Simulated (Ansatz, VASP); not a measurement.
# Two plane-wave programs on MgMnNbO4

```
Nb Mn Mg O
1.0
    -2.09915    2.10137    4.77616
     2.09915   -2.10137    4.77616
     2.09915    2.10137   -4.77616
Nb Mn Mg O
1 1 1 4
Direct
  0.00012 0.00012 0.00000
  0.74909 0.24909 0.50000
  0.25039 0.75040 0.50000
  0.77550 0.77550 0.00000
  0.01287 0.51287 0.50000
  0.22477 0.22477 0.00000
  0.48725 0.98725 0.50000
```

Alike in both runs: task single point; functional PBE; k mesh 9 × 9 × 9; occupations fermi-dirac, width 0.05 eV; collinear spin.

|  | VASP | Ansatz |
| --- | --- | --- |
| version | VASP 6.6.1 | Ansatz 0.2.0 |
| potentials or method | VASP PAW PBE potentials, release 64 (Nb_sv, Mn_pv, Mg, O) | Ansatz PAW |
| plane-wave cutoff (eV) | 600 | 420 |
| valence electrons in the cell | 52 | 62 |

```csv
,VASP,Ansatz,Ansatz less VASP
gap on the k mesh at the Fermi level (eV),none,none,-
pressure (GPa),-8.7,-8.3,+0.40
"traceless stress, the component that is largest in VASP (GPa)",1.90,1.97,+0.075
rms of the force components (eV/Å),0.051,0.046,-0.0048
net moment per atom (μB),0.55,0.55,0.000
size of the moment on the site where the two differ most (μB),4.24,3.86,-0.376
```

Site moments also hang on the region over which each program counts them. Atom by atom the forces differ by 0.005 eV/Å (rms over components). A gap of «none» marks a metal or a gap that the smearing closes. VASP's potentials hold 52 valence electrons a cell and Ansatz's 62, so a difference there can come from the potentials and not from the codes.
